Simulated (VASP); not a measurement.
Wanted: the native input for a VASP 6.6.1 run.

```
Task                   : single point
Functional             : PBE
Potentials or basis    : VASP PAW PBE potentials, release 64 (Si, Ni)
Cutoff                 : 520 eV
k mesh                 : 14 × 14 × 14
Occupations            : gaussian, width 0.1 eV
Spin                   : no spin polarisation
Dipole correction      : no
Further INCAR settings : ALGO = Normal; EDIFF = 1e-07; NBANDS = 16
```

The structure of Si2Ni lies in POSCAR:

```
Si2Ni
1.0
    0.0000000000      2.7234320738      2.7234320738
    2.7234320738      0.0000000000      2.7234320738
    2.7234320738      2.7234320738      0.0000000000
Si Ni
2 1
Direct
    0.2500000000      0.2500000000      0.2500000000
    0.7500000000      0.7500000000      0.7500000000
    0.0000000000      0.0000000000      0.0000000000
```

One way to write it, as run:

INCAR

```
SYSTEM = Si2Ni
PREC = Accurate
ENCUT = 520
EDIFF = 1E-7
ISMEAR = 0
SIGMA = 0.1
LREAL = .FALSE.
LASPH = .TRUE.
NELM = 100
ALGO = Normal
ISIF = 2
LWAVE = .FALSE.
LCHARG = .FALSE.
GGA = PE
NBANDS = 16
```

KPOINTS

```
Automatic mesh
0
G
  14 14 14
  0 0 0
```

Potentials or basis: VASP PAW PBE potentials, release 64 (Si, Ni).

The run is started by

```bash
$ cat potpaw_PBE.64/Si/POTCAR potpaw_PBE.64/Ni/POTCAR > POTCAR
$ mpirun -np 1 vasp_std > vasp.out
```

It gave:

```yaml
Pressure: 0.0 GPa
Band_gap_on_the_k_mesh: zero (band 9 reaches 11.80 eV, above the bottom of band 10 at 9.65 eV)
```

Wall time 99 s on 1 thread of AMD EPYC 9R45 (Zen 5), on a shared host, peak memory 0.17 GiB.
